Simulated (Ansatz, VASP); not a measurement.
# Mg4CdS3: VASP beside Ansatz

```
Mg Cd S
1.0
     5.41155    0.00000    0.00000
     0.00000    5.41155    0.00000
     0.00000    0.00000    5.41155
Mg Cd S
4 1 3
Direct
  0.00000 0.50000 0.50000
  0.50000 0.00000 0.50000
  0.50000 0.50000 0.00000
  0.00000 0.00000 0.00000
  0.50000 0.50000 0.50000
  0.50000 0.00000 0.00000
  0.00000 0.50000 0.00000
  0.00000 0.00000 0.50000
```

Alike in both runs: functional PBE; k mesh 3 × 3 × 3; occupations gaussian, width 0.2 eV; no spin polarisation.

Ansatz relaxed the structure, and its values are those at the end. VASP's run is a single point on that final structure, the one shown.

```csv
,VASP,Ansatz
version,VASP 6.6.1,Ansatz 0.2.0
potentials or method,"VASP PAW PBE potentials, release 64 (Mg, Cd, S), cutoff 600 eV","scalar-relativistic, plane waves, PAW"
valence electrons in the cell,38,78
```

VASP gave:

- gap on the k mesh at the Fermi level (eV): none
- pressure (GPa): 0.5

What did Ansatz give for the same quantities?

gap on the k mesh at the Fermi level (eV): none; pressure (GPa): 0.7.

A gap of «none» marks a metal or a gap that the smearing closes. VASP's potentials hold 38 valence electrons a cell and Ansatz's 78, so a difference there can come from the potentials and not from the codes.

The k mesh is coarse, so the values compare programs but aren't converged.
